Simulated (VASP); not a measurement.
Input of a VASP 6.6.1 run:

INCAR

```
  PREC = Accurate
  ENCUT = 500
  EDIFF = 1E-6
  ISMEAR = 0
  SIGMA = 0.01
  LREAL = Auto
  LASPH = T
  NELM = 120
  ALGO = Normal
  ISIF = 2
  LWAVE = F
  LCHARG = F
  GGA = PE
  NBANDS = 141
  GGA_COMPAT = F
  KPAR = 2
  NCORE = 2
```

Contents of KPOINTS:

```
regular mesh
0
Gamma
  2 2 2
```

POSCAR

```
Si
1.0
    0.0000000000      8.1655530000      8.1655530000
    8.1655530000      0.0000000000      8.1655530000
    8.1655530000      8.1655530000      0.0000000000
Si
54
Direct
    0.0836610000      0.0876630000      0.0801070000
    0.0034370000     -0.0008980000     -0.0009060000
    0.0899140000      0.0838790000      0.4165180000
    0.0025270000      0.0039030000      0.3332260000
    0.0853700000      0.0799600000      0.7487290000
   -0.0015180000     -0.0046150000      0.6614410000
    0.0776980000      0.4158400000      0.0827360000
   -0.0011100000      0.3335730000     -0.0046260000
    0.0830580000      0.4174910000      0.4192680000
   -0.0029310000      0.3319480000      0.3263530000
    0.0815890000      0.4090580000      0.7450830000
    0.0038150000      0.3257070000      0.6694330000
    0.0844690000      0.7489180000      0.0849240000
    0.0018270000      0.6702880000     -0.0007980000
    0.0812820000      0.7479060000      0.4132500000
   -0.0001560000      0.6639450000      0.3370350000
    0.0768580000      0.7462110000      0.7466980000
   -0.0072490000      0.6732560000      0.6583250000
    0.4156850000      0.0815140000      0.0890690000
    0.3264560000      0.0037130000     -0.0025340000
    0.4161290000      0.0810090000      0.4188850000
    0.3293930000     -0.0002730000      0.3345580000
    0.4230410000      0.0750020000      0.7552830000
    0.3366170000     -0.0016750000      0.6677230000
    0.4150520000      0.4223710000      0.0840590000
    0.3325870000      0.3325430000     -0.0006920000
    0.4160550000      0.4136220000      0.4237960000
    0.3267140000      0.3208440000      0.3329080000
    0.4161590000      0.4179570000      0.7492920000
    0.3328200000      0.3344850000      0.6700210000
    0.4151150000      0.7487090000      0.0900550000
    0.3351690000      0.6632530000      0.0080500000
    0.4193540000      0.7479600000      0.4125990000
    0.3343670000      0.6637840000      0.3296700000
    0.4121780000      0.7482470000      0.7538360000
    0.3318320000      0.6616460000      0.6689830000
    0.7502280000      0.0862560000      0.0874960000
    0.6660820000     -0.0005020000     -0.0001580000
    0.7460700000      0.0856510000      0.4214200000
    0.6672690000     -0.0008220000      0.3324330000
    0.7472960000      0.0805490000      0.7486120000
    0.6637500000     -0.0015150000      0.6612030000
    0.7512130000      0.4168370000      0.0793410000
    0.6587060000      0.3333060000      0.0038240000
    0.7474590000      0.4149940000      0.4146980000
    0.6689300000      0.3301610000      0.3367480000
    0.7489500000      0.4198700000      0.7501130000
    0.6658650000      0.3282130000      0.6642860000
    0.7490950000      0.7522850000      0.0841820000
    0.6642530000      0.6680860000      0.0034200000
    0.7494850000      0.7484790000      0.4153030000
    0.6694750000      0.6685310000      0.3301130000
    0.7512990000      0.7483370000      0.7473980000
    0.6709610000      0.6695110000      0.6641560000
```

Potentials or basis: VASP PAW PBE potentials, release 64 (Si).

The run is started by

```bash
$ cat potpaw_PBE.64/Si/POTCAR > POTCAR
$ mpirun -np 4 vasp_std > vasp.out
```

**Question.** Estimate the band gap on the k mesh.

**Answer.** 0.51 eV.

**Question.** Predict the largest force.

**Answer.** 2.158 eV/Å.

**Question.** Predict the pressure.

**Answer.** 1.7 GPa.

Forces on the atoms (eV/Å):
```
Si   0.242 -0.067 -0.692
Si   0.221 -0.187 -0.118
Si   0.148 -0.934 -0.637
Si  -0.274 -0.122 -0.457
Si  -0.458 -0.008 -0.482
Si   0.735  0.572  0.206
Si  -0.267 -0.112  0.910
Si   0.010 -0.259  0.230
Si  -0.610 -0.586 -0.941
Si   1.045  0.852  0.246
Si   1.293  0.532  1.340
Si  -0.283 -1.178 -0.685
Si   0.151  0.271  0.100
Si  -0.430 -0.365 -0.603
Si   0.489  0.094  1.124
Si  -0.359 -0.742 -0.113
Si   0.166  0.707  0.494
Si  -0.907  1.107 -0.564
Si  -0.510 -0.754  0.110
Si   0.153  1.529  0.166
Si  -0.721  0.293 -0.478
Si  -0.407  1.077  0.381
Si   0.403 -1.390  0.202
Si   0.144 -0.057 -0.272
Si  -0.598 -0.065 -1.309
Si   0.439  0.101  0.097
Si  -1.064 -0.748 -0.305
Si   1.206  0.521  1.712
Si  -0.133  0.451 -0.311
Si  -0.388  0.096 -0.681
Si  -0.296 -0.799  0.715
Si   0.141 -0.892  0.466
Si   0.389  0.062 -0.336
Si   0.766  0.706 -0.627
Si  -0.234  0.442  0.263
Si   0.260 -0.698  0.491
Si  -0.940 -0.436 -0.168
Si   0.443  0.187  0.346
Si  -1.224 -0.219  0.425
Si   0.422  0.293 -0.034
Si  -0.184  0.047 -0.106
Si   0.344  1.292  0.028
Si   0.435  0.103 -0.530
Si  -0.227  0.199  0.891
Si   0.412  0.375  0.523
Si  -0.183 -1.227 -0.070
Si  -0.570  0.031 -0.473
Si   0.631  0.264  0.621
Si  -0.397  0.089  0.284
Si  -0.438 -0.045  0.206
Si   0.263  0.286  0.341
Si  -0.167 -0.005 -0.693
Si   0.999 -0.012 -0.193
Si  -0.080 -0.674 -1.043
```

Caveat: forces of over 1 eV/Å act on the atoms, so gaps and moduli don't describe the material at rest. A k mesh can miss the band edges.
